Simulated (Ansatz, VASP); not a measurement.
Two plane-wave programs on GaSb

Contents of INCAR:

```
SYSTEM = GaSb
  ALGO = Normal
  EDIFF = 1E-6
  ENCUT = 520
  GGA = PE
  ISIF = 2
  ISMEAR = 0
  LASPH = .TRUE.
  LCHARG = .FALSE.
  LREAL = .FALSE.
  LWAVE = .FALSE.
  NBANDS = 16
  NELM = 100
  PREC = Accurate
  SIGMA = 0.15
```

The input KPOINTS:

```
k-points
0
G
  16 16 16
  0 0 0
```

The input POSCAR:

```
GaSb
1.0
    0.0000000000      3.1069206317      2.9515746001
    3.1069206317      0.0000000000      2.9515746001
    3.1069206317      3.1069206317      0.0000000000
Ga Sb
1 1
Direct
    0.0000000000      0.0000000000      0.0000000000
    0.7500000000      0.7500000000      0.7500000000
```

Input for Ansatz:

```yaml
crystal:
  lattice:
    - [0.0, 3.1069206317, 2.9515746001]
    - [3.1069206317, 0.0, 2.9515746001]
    - [3.1069206317, 3.1069206317, 0.0]
  atoms:
    - { symbol: Ga, position: [0.0, 0.0, 0.0] }
    - { symbol: Sb, position: [0.75, 0.75, 0.75] }
basis:
  ecutwfc: 420
kpoints:
  mp_grid: { grid: [16, 16, 16] }
hamiltonian:
  xc: pbe
scf:
  occupations: { method: gaussian, width: 0.15 }
output:
  forces: true
  stress: true
  eigenvalues: true
```

Change from the starting cell: strain +0.000 along x and y, -0.050 along z, atoms carried along.

Alike in both runs: task single point; functional PBE; k mesh 16 × 16 × 16; occupations gaussian, width 0.15 eV; no spin polarisation.

|  | VASP | Ansatz |
| --- | --- | --- |
| version | VASP 6.6.1 | Ansatz 0.2.0 |
| potentials or method | VASP PAW PBE potentials, release 64 (Ga_d, Sb), cutoff 520 eV | scalar-relativistic, plane waves, PAW |
| valence electrons in the cell | 18 | 28 |

```tsv
	VASP	Ansatz	Ansatz less VASP
pressure (GPa)	2.6	2.6	-0.07
traceless stress, the component that is largest in VASP (GPa)	1.31	1.31	+0.004
```

VASP's potentials hold 18 valence electrons a cell and Ansatz's 28, so a difference there can come from the potentials and not from the codes.

Neither program's run includes spin-orbit coupling.
